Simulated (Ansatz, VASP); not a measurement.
## CO2 in VASP and in Ansatz

```xyz
6
Lattice="2.7293 -2.5005 0.0000 2.6816 2.4478 0.0000 0.0000 0.0000 6.8117" Properties=species:S:1:pos:R:3 pbc="T T T"
C    -0.0210   -0.0058    0.1305
C     2.6845   -0.0321    3.2753
O     2.7222   -1.5811    5.9733
O     2.7098    1.5342    0.7586
O     2.7337   -0.9400    2.6472
O     2.6983    0.8930    4.2441
```

Alike in both runs: task single point; functional PBE; k mesh 6 × 6 × 4; occupations gaussian, width 0.02 eV; no spin polarisation.

|  | VASP | Ansatz |
| --- | --- | --- |
| version | VASP 6.6.1 | Ansatz 0.2.0 |
| potentials or method | VASP PAW PBE potentials, release 64 (C, O), cutoff 520 eV | scalar-relativistic, plane waves, PAW |
| valence electrons in the cell | 32 | 32 |

```csv
,VASP,Ansatz,Ansatz less VASP
gap on the k mesh at the Fermi level (eV),4.98,5.00,+0.024
least direct gap on the mesh (eV),5.21,5.24,+0.026
pressure (GPa),-2.1,-3.7,-1.58
"traceless stress, the component that is largest in VASP (GPa)",-8.34,-8.46,-0.118
rms of the force components (eV/Å),6.702,6.326,-0.3766
```

Atom by atom the forces differ by 0.520 eV/Å (rms over components).

Noted on VASP's run: the standard files for N, O and F lose accuracy on very short bonds.
